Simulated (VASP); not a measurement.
# CoSi (rocksalt type) (Fm-3m) in VASP: notebook, part 2 of 2

VASP 6.6.1. The steps go on from the part before.

## 5. Relaxation of cell and atoms, PBEsol

This run uses another cell than the first one, of 12.05 Å³/atom, 1.047 times its volume.

Input file INCAR:

```
SYSTEM = CoSi
PREC = Accurate
ENCUT = 600
EDIFF = 1E-6
ISMEAR = -1
SIGMA = 0.05
LREAL = .FALSE.
LASPH = .TRUE.
NELM = 100
ALGO = Normal
ISIF = 3
LWAVE = .FALSE.
LCHARG = .FALSE.
GGA = PS
IBRION = 2
NSW = 60
EDIFFG = -0.005
```

Input file KPOINTS:

```
Automatic mesh
0
G
  14 14 14
  0 0 0
```

Input file POSCAR:

```
CoSi
1.0
    0.0000000000      2.2923918786      2.2923918786
    2.2923918786      0.0000000000      2.2923918786
    2.2923918786      2.2923918786      0.0000000000
Co Si
1 1
Direct
    0.0000000000      0.0000000000      0.0000000000
    0.5000000000      0.5000000000      0.5000000000
```

Potentials or basis: VASP PAW PBE potentials, release 64 (Co, Si).

Run with:

```
> cat potpaw_PBE.64/Co/POTCAR potpaw_PBE.64/Si/POTCAR > POTCAR
> mpirun -np 1 vasp_std > vasp.out
```

OUTCAR:

```text
SYSTEM = CoSi
   PREC = Accurate
   ENCUT = 600
   EDIFF = 1E-6
   ISMEAR = -1
   LREAL = .FALSE.
   LASPH = .TRUE.
   NELM = 100
   ISIF = 3
   GGA = PS
   IBRION = 2
   NSW = 60
   EDIFFG = -0.005

 ion  position               nearest neighbor table
   1  0.000  0.000  0.000-   2 2.29   2 2.29   2 2.29   2 2.29   2 2.29   2 2.29
   2  0.500  0.500  0.500-   1 2.29   1 2.29   1 2.29   1 2.29   1 2.29   1 2.29

  LATTYP: Found a face centered cubic cell.
 ALAT       =     4.5847837572

  Lattice vectors:

 A1 = (   0.0000000000,   2.2923918786,   2.2923918786)
 A2 = (   2.2923918786,   0.0000000000,   2.2923918786)
 A3 = (   2.2923918786,   2.2923918786,   0.0000000000)

Analysis of symmetry for initial positions (statically):
=====================================================================
 Subroutine PRICEL returns:
 Original cell was already a primitive cell.

 Routine SETGRP: Setting up the symmetry group for a
 face centered cubic supercell.

 Subroutine GETGRP returns: Found 48 space group operations
 (whereof 48 operations were pure point group operations)
 out of a pool of 48 trial point group operations.

The static configuration has the point symmetry O_h .

Analysis of symmetry for dynamics (positions and initial velocities):
=====================================================================
 Subroutine PRICEL returns:
 Original cell was already a primitive cell.

 Routine SETGRP: Setting up the symmetry group for a
 face centered cubic supercell.

 Subroutine GETGRP returns: Found 48 space group operations
 (whereof 48 operations were pure point group operations)
 out of a pool of 48 trial point group operations.

The dynamic configuration has the point symmetry O_h .

 Subroutine INISYM returns: Found 48 space group operations
 (whereof 48 operations are pure point group operations),
 and found     1 'primitive' translations

----------------------------------------------------------------------------------------

                                     Primitive cell

  volume of cell :      24.0933

  direct lattice vectors                    reciprocal lattice vectors
[... 119 lines left out ...]
 non-spin polarized calculation
  energy-cutoff  :      600.00
  volume of cell :       24.09
 maximum number of plane-waves:       822
 NGX is ok and might be reduce to    28
   NGX = 13   NGY = 13   NGZ = 13

--------------------------------------- Ionic step        1  -------------------------------------------

 number of electron      13.0000003 magnetization

 Free energy of the ion-electron system (eV)
  ---------------------------------------------------
  ext. energy  EPLUGINS =         0.00000000
  ---------------------------------------------------
  free energy    TOTEN  =       -13.43598068 eV

  energy without entropy =      -13.42512494  energy(sigma->0) =      -13.43055281

------------------------ aborting loop because EDIFF is reached ----------------------------------------

  FORCE on cell =-STRESS in cart. coord.  units (eV):
  Direction    XX          YY          ZZ          XY          YZ          ZX
  --------------------------------------------------------------------------------------
  -------------------------------------------------------------------------------------
  Total        0.4760247      0.4760247      0.4760247     -0.0000000      0.0000000      0.0000000
  in kB       31.6550829     31.6550829     31.6550829     -0.0000000      0.0000000      0.0000000
  external PRESSURE =      31.6550829 kB  Pullay stress =       0.0000000 kB
[... 23 lines left out ...]
--------------------------------------- Ionic step        2  -------------------------------------------

 number of electron      12.9999998 magnetization

 E-fermi :   9.9259     XC(G=0): -12.2260

 val. band max:        9.9252088807   @ k =   0.4286   0.1429   0.0000
 cond. band min:       9.9569478962   @ k =  -0.3571   0.0714   0.0000
 fundamental gap:      0.0317390156
 Fermi energy:         9.9258513971

 k-point     1 :       0.0000    0.0000    0.0000
  band No.  band energies     occupation
      1      -2.3716      2.00000
      2       7.9717      2.00000
      3       7.9717      2.00000
      4       7.9717      2.00000
      5       8.0409      2.00000
      6       8.0409      2.00000
      7      14.4122      0.00000
      8      14.4122      0.00000
      9      14.4122      0.00000
     10      20.7625      0.00000
[... 550 lines left out ...]
--------------------------------------- Ionic step        9  -------------------------------------------

 number of electron      13.0000001 magnetization

 Free energy of the ion-electron system (eV)
  ---------------------------------------------------
  ext. energy  EPLUGINS =         0.00000000
  ---------------------------------------------------
  free energy    TOTEN  =       -13.43990086 eV

  energy without entropy =      -13.42870906  energy(sigma->0) =      -13.43430496

 E-fermi :  10.1736     XC(G=0): -12.3100

 val. band max:       10.1436442343   @ k =  -0.3571   0.5000   0.1429
 cond. band min:      10.1766002120   @ k =   0.4286   0.1429   0.0000
 fundamental gap:      0.0329559777
 Fermi energy:        10.1736268270

 k-point     1 :       0.0000    0.0000    0.0000
  band No.  band energies     occupation
      1      -2.2630      2.00000
      2       8.1562      2.00000
      3       8.1562      2.00000
      4       8.1562      2.00000
      5       8.2337      2.00000
      6       8.2337      2.00000
      7      14.7410      0.00000
      8      14.7410      0.00000
      9      14.7410      0.00000
     10      21.0881      0.00000
[... 328 lines left out ...]
  FREE ENERGIE OF THE ION-ELECTRON SYSTEM (eV)
  ---------------------------------------------------
  free  energy   TOTEN  =       -13.4399008572 eV

  energy  without entropy=      -13.4287090630  energy(sigma->0) =      -13.43430496

 reached required accuracy - stopping structural energy minimisation
```

OSZICAR:

```text
N       E                     dE             d eps       ncg     rms          rms(c)
DAV:   1     0.478716821406E+02    0.47872E+02   -0.62382E+03  2088   0.148E+03
DAV:   2    -0.126617444636E+02   -0.60533E+02   -0.57749E+02  2106   0.228E+02
DAV:   3    -0.147912351522E+02   -0.21295E+01   -0.20573E+01  2384   0.519E+01
[... 63 lines left out ...]
       N       E                     dE             d eps       ncg     rms          rms(c)
DAV:   1    -0.134399127804E+02   -0.11123E-04   -0.15475E-04  2268   0.231E-01    0.319E-02
DAV:   2    -0.134399412665E+02   -0.28486E-04   -0.54447E-04  2450   0.369E-01    0.522E-02
DAV:   3    -0.134399012079E+02    0.40059E-04   -0.26443E-04  2410   0.261E-01    0.536E-03
DAV:   4    -0.134399008572E+02    0.35063E-06   -0.23634E-06  1958   0.146E-02
   9 F= -.13439901E+02 E0= -.13434305E+02  d E =-.178706E-05
```

It took 1.7 min on 1 thread of Intel Xeon 6975P-C, shared host; peak memory 0.19 GiB.

What came out:

| Quantity | Value |
| --- | --- |
| Free energy | -13.4399 eV |
| Relaxed volume | 12.25 Å³/atom |
| Relaxed cell | a = 3.260 Å, b = 3.260 Å, c = 3.260 Å, α = 60.00°, β = 60.00°, γ = 60.00° |
| Space group after relaxing (to 0.05 Å) | Fm-3m (No. 225) |
| Energy gained by relaxing | 2.0 meV/atom |
| Ionic steps | 9 |
| Pressure after relaxing | 0.0 GPa |

The path:
```csv
step,energy change (eV),largest force (eV/Å),pressure (GPa),volume (Å³)
1,0.0000,0.0000,3.17,24.09
2,0.0002,0.0000,-3.00,24.93
3,-0.0039,0.0000,0.14,24.50
4,-0.0039,0.0000,-0.10,24.52
5,-0.0039,0.0000,-0.16,24.51
6,-0.0039,0.0000,0.16,24.47
7,-0.0039,0.0000,0.11,24.49
8,-0.0039,0.0000,0.11,24.50
9,-0.0039,0.0000,0.04,24.51
```

Final structure:
```yaml
crystal:
  lattice:
    - [0.00000, 2.30540, 2.30540]
    - [2.30540, 0.00000, 2.30540]
    - [2.30540, 2.30540, 0.00000]
  atoms:
    - { symbol: Co, position: [0.00000, 0.00000, 0.00000] }
    - { symbol: Si, position: [0.50000, 0.50000, 0.50000] }
```

Caveat: the PAW data sets were made with another functional, which shifts forces and pressure a little. Spin polarisation is off, so any magnetic state and its effect on volume and gap are missing.

## 6. Overview

| task | cell | cutoff (eV) | gap on the mesh (eV) | pressure (GPa) |
| --- | --- | --- | --- | --- |
| single point | a = 3.193 Å, angles 60.0°, 2 atoms | 520 | none | 12.9 |
| single point | a = 3.259 Å, angles 60.0°, 2 atoms | 520 | none | 0.2 |
| relaxation of cell and atoms | relaxed from a = 3.242 Å, angles 60.0°, 2 atoms | 600 | none | 0.0 |

Alike in all rows: level PBEsol; potentials or basis VASP PAW PBE potentials, release 64 (Co, Si); no spin polarisation; k mesh 14 × 14 × 14; smearing fermi-dirac 0.05 eV.

Caveats: the PAW data sets were made with another functional, which shifts forces and pressure a little.

Absolute energies hang on the potentials; compare differences alone.
